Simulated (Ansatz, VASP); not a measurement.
## Two plane-wave programs on AlCu

The input POSCAR:

```
AlCu
1.0
    3.0751183579      0.0000000000      0.0000000000
    0.0000000000      3.0751183579      0.0000000000
    0.0000000000      0.0000000000      3.0751183579
Al Cu
1 1
Direct
    0.0000000000      0.0000000000      0.0000000000
    0.5000000000      0.5000000000      0.5000000000
```

INCAR.step1

```
  PREC = Accurate
  ENCUT = 520
  ISMEAR = 0
  SIGMA = 0.15
  LREAL = False
  LASPH = True
  NELM = 80
  NBANDS = 14
  GGA = PE
  ALGO = Normal
  EDIFF = 1E-4
  LWAVE = True
  LCHARG = False
```

INCAR.step2

```
  PREC = Accurate
  ENCUT = 520
  EDIFF = 1E-6
  ISMEAR = 0
  SIGMA = 0.15
  LREAL = False
  LASPH = True
  NELM = 80
  ALGO = Normal
  ISIF = 2
  LWAVE = False
  LCHARG = False
  METAGGA = R2SCAN
  LMIXTAU = True
  NBANDS = 14
  ISTART = 1
```

File KPOINTS:

```
Automatic mesh
0
Gamma
  20 20 20
```

Input for Ansatz:

```yaml
crystal:
  lattice:
    - [3.0751183579, 0.0, 0.0]
    - [0.0, 3.0751183579, 0.0]
    - [0.0, 0.0, 3.0751183579]
  atoms:
    - { symbol: Al, position: [0.0, 0.0, 0.0] }
    - { symbol: Cu, position: [0.5, 0.5, 0.5] }
basis:
  ecutwfc: 500
kpoints:
  mp_grid: { grid: [20, 20, 20] }
hamiltonian:
  xc: r2scan
scf:
  occupations: { method: gaussian, width: 0.15 }
output:
  forces: true
  stress: true
  eigenvalues: true
```

Change from the starting cell: strain +0.040 along x and y, +0.040 along z, atoms carried along.

Alike in both runs: task single point; functional r2SCAN; k mesh 20 × 20 × 20; occupations gaussian, width 0.15 eV; no spin polarisation.

|  | VASP | Ansatz |
| --- | --- | --- |
| version | VASP 6.6.1 | Ansatz 0.2.0 |
| potentials or method | VASP PAW PBE potentials, release 64 (Al, Cu), cutoff 520 eV | scalar-relativistic, plane waves, PAW |
| valence electrons in the cell | 14 | 22 |

|  | VASP | Ansatz | Ansatz less VASP |
| --- | --- | --- | --- |
| gap on the k mesh at the Fermi level (eV) | none | none | - |
| pressure (GPa) | -11.8 | -11.8 | -0.03 |

VASP's potentials were made for PBE, not for r2SCAN. A gap of «none» marks a metal or a gap that the smearing closes. VASP's potentials hold 14 valence electrons a cell and Ansatz's 22, so a difference there can come from the potentials and not from the codes.
